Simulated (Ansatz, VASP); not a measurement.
**Gd: VASP beside Ansatz**

File POSCAR:

```
Gd
1.0
   -2.0417362962      2.0417362962      2.0417362962
    2.0417362962     -2.0417362962      2.0417362962
    2.0417362962      2.0417362962     -2.0417362962
Gd
1
Direct
    0.0000000000      0.0000000000      0.0000000000
```

File INCAR.step1:

```
ALGO = Normal
EDIFF = 1E-4
ENCUT = 520
GGA = PE
ISMEAR = 1
ISPIN = 2
LASPH = T
LCHARG = F
LMAXMIX = 6
LREAL = F
LWAVE = T
MAGMOM = 7
NBANDS = 19
NELM = 150
PREC = Accurate
SIGMA = 0.1
```

Contents of INCAR.step2:

```
ALGO = Normal
EDIFF = 1E-7
ENCUT = 520
ISIF = 2
ISMEAR = 1
ISPIN = 2
ISTART = 1
LASPH = T
LCHARG = T
LELF = T
LMAXMIX = 6
LMIXTAU = T
LORBIT = 11
LREAL = F
LVHAR = T
LWAVE = F
MAGMOM = 7
METAGGA = R2SCAN
NBANDS = 19
NELM = 150
PREC = Accurate
SIGMA = 0.1
```

KPOINTS

```
k-points
0
Gamma
  8 8 8
```

Input for Ansatz:

```yaml
crystal:
  lattice:
    - [-2.0417362961583305, 2.0417362961583305, 2.0417362961583305]
    - [2.0417362961583305, -2.0417362961583305, 2.0417362961583305]
    - [2.0417362961583305, 2.0417362961583305, -2.0417362961583305]
  atoms:
    - { symbol: Gd, position: [0.0, 0.0, 0.0], spin: 7.0 }
basis:
  ecutwfc: 650.0
kpoints:
  mp_grid:
    grid: [8, 8, 8]
hamiltonian:
  xc: r2scan
magnetization:
  spin_polarized: true
scf:
  occupations:
    method: cold
    width: 0.1
```

Alike in both runs: task single point; functional r2SCAN; k mesh 8 × 8 × 8; collinear spin.

```csv
,VASP,Ansatz
version,VASP 6.6.1,Ansatz 0.2.0
potentials or method,"VASP PAW PBE potentials, release 64 (Gd), cutoff 520 eV","plane waves, PAW"
occupations,"methfessel-paxton of order 1, width 0.1 eV","cold, width 0.1 eV"
valence electrons in the cell,18,18
```

Ansatz gave:

| Quantity | Value |
| --- | --- |
| net moment per atom (μB) | 7.97 |
| size of the moment on the site where the two differ most (μB) | 7.56 |

Problem. Estimate VASP's values.

Solution. net moment per atom (μB): 7.97; size of the moment on the site where the two differ most (μB): 7.10.

VASP's potentials were made for PBE, not for r2SCAN. Site moments also hang on the region over which each program counts them. Ansatz's warnings: stability check not made.

Neither program's run includes spin-orbit coupling.
